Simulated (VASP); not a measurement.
# Y (Fm-3m) in VASP: a series of runs, part 2 of 2

VASP 6.6.1.

## Step 4: Single point, PBEsol

This run uses another cell than the first one, of 30.96 Å³/atom, 1.111 times its volume.

File INCAR:

```
PREC = Accurate
ENCUT = 520
EDIFF = 1E-6
ISMEAR = -1
SIGMA = 0.1
LREAL = False
LASPH = True
NELM = 80
ALGO = Normal
ISIF = 2
LWAVE = False
LCHARG = False
GGA = PS
NBANDS = 12
```

File KPOINTS:

```
regular mesh
0
Gamma
  13 13 13
```

File POSCAR:

```
Y
1.0
    0.0000000000      2.4923694166      2.4923694166
    2.4923694166      0.0000000000      2.4923694166
    2.4923694166      2.4923694166      0.0000000000
Y
1
Direct
    0.0000000000      0.0000000000      0.0000000000
```

Potentials or basis: VASP PAW PBE potentials, release 64 (Y_sv).

On the command line:

```console
> cat potpaw_PBE.64/Y_sv/POTCAR > POTCAR
> mpirun -np 1 vasp_std > vasp.out
```

OUTCAR:

```text
PREC = Accurate
   ENCUT = 520
   EDIFF = 1E-6
   ISMEAR = -1
   LREAL = False
   LASPH = True
   NELM = 80
   ISIF = 2
   GGA = PS

 ion  position               nearest neighbor table
   1  0.000  0.000  0.000-

  LATTYP: Found a face centered cubic cell.
 ALAT       =     4.9847388332

  Lattice vectors:

 A1 = (   0.0000000000,   2.4923694166,   2.4923694166)
 A2 = (   2.4923694166,   0.0000000000,   2.4923694166)
 A3 = (   2.4923694166,   2.4923694166,   0.0000000000)

Analysis of symmetry for initial positions (statically):
=====================================================================
 Subroutine PRICEL returns:
 Original cell was already a primitive cell.

 Routine SETGRP: Setting up the symmetry group for a
 face centered cubic supercell.

 Subroutine GETGRP returns: Found 48 space group operations
 (whereof 48 operations were pure point group operations)
 out of a pool of 48 trial point group operations.

The static configuration has the point symmetry O_h .

Analysis of symmetry for dynamics (positions and initial velocities):
=====================================================================
 Subroutine PRICEL returns:
 Original cell was already a primitive cell.

 Routine SETGRP: Setting up the symmetry group for a
 face centered cubic supercell.

 Subroutine GETGRP returns: Found 48 space group operations
 (whereof 48 operations were pure point group operations)
 out of a pool of 48 trial point group operations.

The dynamic configuration has the point symmetry O_h .

 Subroutine INISYM returns: Found 48 space group operations
 (whereof 48 operations are pure point group operations),
 and found     1 'primitive' translations

----------------------------------------------------------------------------------------

                                     Primitive cell

  volume of cell :      30.9647

  direct lattice vectors                    reciprocal lattice vectors
     0.000000000  2.492369417  2.492369417    -0.200612316  0.200612316  0.200612316
     2.492369417  0.000000000  2.492369417     0.200612316 -0.200612316  0.200612316
     2.492369417  2.492369417  0.000000000     0.200612316  0.200612316 -0.200612316

  length of vectors
     3.524742631  3.524742631  3.524742631     0.347470723  0.347470723  0.347470723

  position of ions in fractional coordinates (direct lattice)
     0.000000000  0.000000000  0.000000000

  ion indices of the primitive-cell ions
   primitive index   ion index
                 1           1

----------------------------------------------------------------------------------------

 KPOINTS: regular mesh

Automatic generation of k-mesh.
 Grid dimensions read from file:
 generate k-points for:   13   13   13

 Generating k-lattice:

  Cartesian coordinates                     Fractional coordinates (reciprocal lattice)
    -0.015431717  0.015431717  0.015431717     0.076923077  0.000000000  0.000000000
     0.015431717 -0.015431717  0.015431717     0.000000000  0.076923077  0.000000000
     0.015431717  0.015431717 -0.015431717     0.000000000  0.000000000  0.076923077

  Length of vectors
     0.026728517  0.026728517  0.026728517

  Shift w.r.t. Gamma in fractional coordinates (k-lattice)
     0.000000000  0.000000000  0.000000000

 Subroutine IBZKPT returns following result:
 ===========================================

 Found     84 irreducible k-points:

 Following reciprocal coordinates:
            Coordinates               Weight
  0.000000  0.000000  0.000000      1.000000
  0.076923  0.000000  0.000000      8.000000
  0.153846  0.000000  0.000000      8.000000
  0.230769  0.000000  0.000000      8.000000
  0.307692  0.000000  0.000000      8.000000
  0.384615  0.000000  0.000000      8.000000
[... 16 lines left out ...]
  0.384615  0.153846  0.000000     24.000000
  0.461538  0.153846  0.000000     24.000000
 [... further k-points ...]
   k-points           NKPTS =     84   k-points in BZ     NKDIM =     84   number of bands    NBANDS=     12
   number of dos      NEDOS =    301   number of ions     NIONS =      1
   total plane-waves  NPLWV =  21952
   dimension x,y,z NGX =    28 NGY =   28 NGZ =   28
   dimension x,y,z NGXF=    56 NGYF=   56 NGZF=   56
   ions per type =               1
   NGX,Y,Z   is equivalent  to a cutoff of  13.21, 13.21, 13.21 a.u.
   NGXF,Y,Z  is equivalent  to a cutoff of  26.41, 26.41, 26.41 a.u.
 SYSTEM =  unknown system
   PREC   = accura    normal or accurate (medium, high low for compatibility)
   ISTART =      0    job   : 0-new  1-cont  2-samecut
   ICHARG =      2    charge: 1-file 2-atom 10-const
   ISPIN  =      1    spin polarized calculation?
   LNONCOLLINEAR =      F non collinear calculations
   LSORBIT =      F    spin-orbit coupling
   LASPH  =      T    aspherical Exc in radial PAW
   ENCUT  =  520.0 eV  38.22 Ry    6.18 a.u.   6.55  6.55  6.55*2*pi/ulx,y,z
   NELM   =     80;   NELMIN=  2; NELMDL= -5     # of ELM steps
   EDIFF  = 0.1E-05   stopping-criterion for ELM
   LREAL  =      F    real-space projection
   EDIFFG = 0.1E-04   stopping-criterion for IOM
   NSW    =      0    number of steps for IOM
   IBRION =     -1    ionic relax: 0-MD 1-quasi-New 2-CG
   NFREE  =      0    steps in history (QN), initial steepest desc. (CG)
   ISIF   =      2    stress and relaxation
   ISYM   =      2    0-nonsym 1-usesym 2-fastsym
   POTIM  = 0.5000    time-step for ionic-motion
   TEBEG  =    0.0;   TEEND  =   0.0 temperature during run
   PSTRESS=    0.0 pullay stress
   NELECT =      11.0000    total number of electrons
   NUPDOWN=      -1.0000    fix difference up-down
   EMIN   =  10.00;   EMAX   =-10.00  energy-range for DOS
   EFERMI =   0.00;   METHOD = LEGACY
   ISMEAR =    -1;   SIGMA  =   0.10  broadening in eV -4-tet -1-fermi 0-gaus
   EFERMI_NEDOS =   21; number of points for ismear=-14 and -15
   IALGO  =     38    algorithm
   IMIX   =      4    mixing-type and parameters
     AMIX     =   0.40;   BMIX     =  1.00
     AMIX_MAG =   1.60;   BMIX_MAG =  1.00
  volume/ion in A,a.u.               =      30.96       208.96
  Fermi-wavevector in a.u.,A,eV,Ry     =   1.159445  2.191032 18.290470  1.344312
  Thomas-Fermi vector in A             =   2.296037
   LORBIT       =      0    0 simple, 1 ext, 2 COOP (PROOUT), +10 PAW based schemes
   GGA     = PS    functional components
   LHFCALC =     F    Hartree Fock is set to
   AEXX    =    0.0000 exact exchange contribution
   IVDW    =     0    specifies the selected vdW correction
   LEPSILON=     F    determine dielectric tensor
   LRPA    =     F    only Hartree local field effects (RPA)
 non-spin polarized calculation
  energy-cutoff  :      520.00
  volume of cell :       30.96
 maximum number of plane-waves:       869
   NGX = 13   NGY = 13   NGZ = 13

 number of electron      10.9999999 magnetization

 Free energy of the ion-electron system (eV)
  ---------------------------------------------------
  ext. energy  EPLUGINS =         0.00000000
  ---------------------------------------------------
  free energy    TOTEN  =        -6.82627386 eV

  energy without entropy =       -6.77691179  energy(sigma->0) =       -6.80159283

 E-fermi :   3.2234     XC(G=0):  -9.7641

 val. band max:        3.2205973671   @ k =   0.3077   0.2308   0.0000
 cond. band min:       3.2330528235   @ k =  -0.2308   0.3846   0.1538
 fundamental gap:      0.0124554564
 Fermi energy:         3.2234370148

 k-point     1 :       0.0000    0.0000    0.0000
  band No.  band energies     occupation
      1     -39.2450      2.00000
      2     -18.9205      2.00000
      3     -18.9205      2.00000
      4     -18.9205      2.00000
      5      -1.6216      2.00000
      6       5.0531      0.00000
      7       5.0531      0.00000
      8       5.0531      0.00000
      9       7.1909      0.00000
     10       7.1909      0.00000
     11      12.3510      0.00000
     12      15.7494      0.00000

 k-point     2 :       0.0769    0.0000    0.0000
  band No.  band energies     occupation
      1     -39.2404      2.00000
      2     -18.9617      2.00000
      3     -18.9256      2.00000
      4     -18.9256      2.00000
      5      -1.4650      2.00000
      6       4.8776      0.00000
      7       5.1265      0.00000
      8       5.1265      0.00000
      9       7.1065      0.00000
     10       7.1065      0.00000
     11      12.7103      0.00000
     12      15.0710      0.00000
[... 316 lines left out ...]
 k-point    24 :       0.4615    0.1538    0.0000
  band No.  band energies     occupation
      1     -39.1611      2.00000
      2     -19.5116      2.00000
      3     -19.0838      2.00000
      4     -19.0435      2.00000
      5       1.4914      2.00000
      6       3.3719      0.36957
      7       4.4180      0.00001
      8       5.4700      0.00000
      9       8.4554      0.00000
     10       8.8175      0.00000
     11      11.4952      0.00000
     12      13.6834      0.00000

 [... further k-points ...]
[... 5 lines left out ...]
  --------------------------------------------------------------------------------------
  -------------------------------------------------------------------------------------
  Total       -0.0336102     -0.0336102     -0.0336102     -0.0000000     -0.0000000      0.0000000
  in kB       -1.7390613     -1.7390613     -1.7390613     -0.0000000     -0.0000000      0.0000000
  external PRESSURE =      -1.7390613 kB  Pullay stress =       0.0000000 kB

 VOLUME and BASIS-vectors are now :
 -----------------------------------------------------------------------------
  energy-cutoff  :      520.00
  volume of cell :       30.96
      direct lattice vectors                 reciprocal lattice vectors
     0.000000000  2.492369417  2.492369417    -0.200612316  0.200612316  0.200612316
     2.492369417  0.000000000  2.492369417     0.200612316 -0.200612316  0.200612316
     2.492369417  2.492369417  0.000000000     0.200612316  0.200612316 -0.200612316

 POSITION                                       TOTAL-FORCE (eV/Angst)
 -----------------------------------------------------------------------------------
      0.00000      0.00000      0.00000        -0.000000      0.000000      0.000000
 -----------------------------------------------------------------------------------
    total drift:                               -0.000000     -0.000000     -0.000000

  FREE ENERGIE OF THE ION-ELECTRON SYSTEM (eV)
  ---------------------------------------------------
  free  energy   TOTEN  =        -6.8262738639 eV

  energy  without entropy=       -6.7769117901  energy(sigma->0) =       -6.80159283
```

OSZICAR:

```text
N       E                     dE             d eps       ncg     rms          rms(c)
DAV:   1     0.248461677535E+02    0.24846E+02   -0.55015E+03  2024   0.827E+02
DAV:   2    -0.577041119674E+01   -0.30617E+02   -0.29733E+02  2400   0.166E+02
DAV:   3    -0.699502792124E+01   -0.12246E+01   -0.12026E+01  2792   0.220E+01
DAV:   4    -0.702890984299E+01   -0.33882E-01   -0.33837E-01  2312   0.354E+00
DAV:   5    -0.702953416741E+01   -0.62432E-03   -0.62428E-03  2604   0.395E-01    0.230E+01
DAV:   6    -0.685929849367E+01    0.17024E+00   -0.20439E-01  2176   0.298E+00    0.141E+01
DAV:   7    -0.683034736085E+01    0.28951E-01   -0.28978E-01  2416   0.353E+00    0.124E+00
DAV:   8    -0.682641101410E+01    0.39363E-02   -0.34880E-02  2344   0.145E+00    0.232E-01
DAV:   9    -0.682628411319E+01    0.12690E-03   -0.77668E-04  2444   0.228E-01    0.696E-02
DAV:  10    -0.682627340412E+01    0.10709E-04   -0.92575E-05  2292   0.860E-02    0.244E-02
DAV:  11    -0.682627496641E+01   -0.15623E-05   -0.11311E-05  2364   0.272E-02    0.193E-02
DAV:  12    -0.682627395827E+01    0.10081E-05   -0.17102E-06  2188   0.112E-02    0.402E-03
DAV:  13    -0.682627386387E+01    0.94397E-07   -0.10446E-07  1224   0.256E-03
   1 F= -.68262739E+01 E0= -.68015928E+01  d E =-.493621E-01
```

stdout:

```text
POSCAR found type information on POSCAR Y
 POSCAR found :  1 types and       1 ions
 scaLAPACK will be used
 -----------------------------------------------------------------------------
|                                                                             |
|                                                                             |
|     You enforced a specific xc type in the INCAR file but a different       |
|     I HOPE YOU KNOW WHAT YOU ARE DOING!                                     |
|                                                                             |
 -----------------------------------------------------------------------------

 LDA part: xc-table for (Slater+PW92), standard interpolation
 POSCAR, INCAR and KPOINTS ok, starting setup
 FFT: planning ... GRIDC
 FFT: planning ... GRID_SOFT
 FFT: planning ... GRID
 WAVECAR not read
 entering main loop
```

Wall time 21 s (1 thread of Intel Xeon 6975P-C (Granite Rapids), shared host); peak memory 0.19 GiB.

Results:

```
Free energy : -6.8263 eV
Pressure    : -0.2 GPa
```

Levels at points of the mesh, in eV from the Fermi level:
```tsv
k point	band 2	band 3	band 4	band 5	band 6	band 7	band 8	band 9
(0.00, 0.00, 0.00)	-22.14	-22.14	-22.14	-4.85	1.83	1.83	1.83	3.97
```

Caveat: the PAW data sets were made with another functional, which shifts forces and pressure a little.
